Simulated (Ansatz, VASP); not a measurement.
One calculation of PtSe2, two programs

```xyz
3
Lattice="3.7175 0.0000 0.0000 -1.8587 3.2194 0.0000 0.0000 0.0000 5.8219" Properties=species:S:1:pos:R:3 pbc="T T T"
Pt    0.0000    0.0000    0.0000
Se    1.8587    1.0731    4.5107
Se    0.0000    2.1463    1.3111
```

Alike in both runs: functional r2SCAN; k mesh 12 × 12 × 6; occupations gaussian, width 0.02 eV; no spin polarisation.

Ansatz relaxed the structure, and its values are those at the end. VASP's run is a single point on that final structure, the one shown.

```csv
,VASP,Ansatz
version,VASP 6.6.1,Ansatz 0.2.0
potentials or method,"VASP PAW PBE potentials, release 64 (Pt, Se), cutoff 520 eV","scalar-relativistic, plane waves, PAW"
valence electrons in the cell,22,50
```

|  | VASP | Ansatz | Ansatz less VASP |
| --- | --- | --- | --- |
| gap on the k mesh at the Fermi level (eV) | 0.57 | 0.58 | +0.012 |
| least direct gap on the mesh (eV) | 0.94 | 0.96 | +0.012 |
| pressure (GPa) | 0.1 | 0.0 | -0.07 |
| rms of the force components (eV/Å) | 0.005 | 0.000 | -0.0045 |

VASP's potentials were made for PBE, not for r2SCAN. With one functional, cell and mesh, what is left measures potentials, basis and numerics. VASP's potentials hold 22 valence electrons a cell and Ansatz's 50, so a difference there can come from the potentials and not from the codes.

Neither program's run includes spin-orbit coupling.
